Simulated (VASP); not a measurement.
Input of a VASP 6.6.1 run:

The input INCAR:

```
PREC = Accurate ; ENCUT = 520
EDIFF = 1E-7 ; ISMEAR = -1
SIGMA = 0.1 ; LREAL = False
LASPH = True ; NELM = 60
ALGO = Normal ; ISIF = 2
LWAVE = False ; LCHARG = False
GGA = PS ; NBANDS = 12
```

The input KPOINTS:

```
regular mesh
0
Gamma
  9 9 9
```

The input POSCAR:

```
AlOs
1.0
    2.9924317578      0.0000000000      0.0000000000
    0.0000000000      2.9924317578      0.0000000000
    0.0000000000      0.0000000000      2.9924317578
Al Os
1 1
Direct
    0.0000000000      0.0000000000      0.0000000000
    0.5000000000      0.5000000000      0.5000000000
```

Potentials or basis: VASP PAW PBE potentials, release 64 (Al, Os).

Command:

```bash
$ cat potpaw_PBE.64/Al/POTCAR potpaw_PBE.64/Os/POTCAR > POTCAR
$ mpirun -np 1 vasp_std > vasp.out
```

(1) Predict the pressure.

## Answers

(1) 0.5 GPa.

Caveat: the PAW data sets were made with another functional, which shifts forces and pressure a little.
